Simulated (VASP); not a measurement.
A run of VASP 6.6.1 is set up as follows.

File INCAR:

```
SYSTEM = CdSe
PREC = Accurate ; ENCUT = 500
EDIFF = 1E-6 ; ISMEAR = 0
SIGMA = 0.01 ; LREAL = .False.
LASPH = .True. ; NELM = 120
ALGO = Normal ; ISIF = 2
LWAVE = .False. ; LCHARG = .True.
GGA = PE ; LELF = .True.
LVHAR = .True. ; NBANDS = 16
GGA_COMPAT = .False.
```

Contents of KPOINTS:

```
regular mesh
0
Gamma
  4 4 4
  0 0 0
```

File POSCAR:

```
CdSe
1.0
    0.0000000000      3.0677809692      3.0677809692
    3.0677809692      0.0000000000      3.0677809692
    3.0677809692      3.0677809692      0.0000000000
Cd Se
1 1
Direct
    0.0000000000      0.0000000000      0.0000000000
    0.2500000000      0.2500000000      0.2500000000
```

Potentials or basis: VASP PAW PBE potentials, release 64 (Cd, Se).

Run with:

```sh
$ cat potpaw_PBE.64/Cd/POTCAR potpaw_PBE.64/Se/POTCAR > POTCAR
$ mpirun -np 1 vasp_std > vasp.out
```

Q: What does it give for the band gap on the k mesh?

A: 0.54 eV, direct.

Q: What does it give for the pressure?

A: 1.9 GPa.

Caveat: the k points lie up to 0.44 Å⁻¹ apart. As with any semilocal functional, this PBE gap is likely too small.
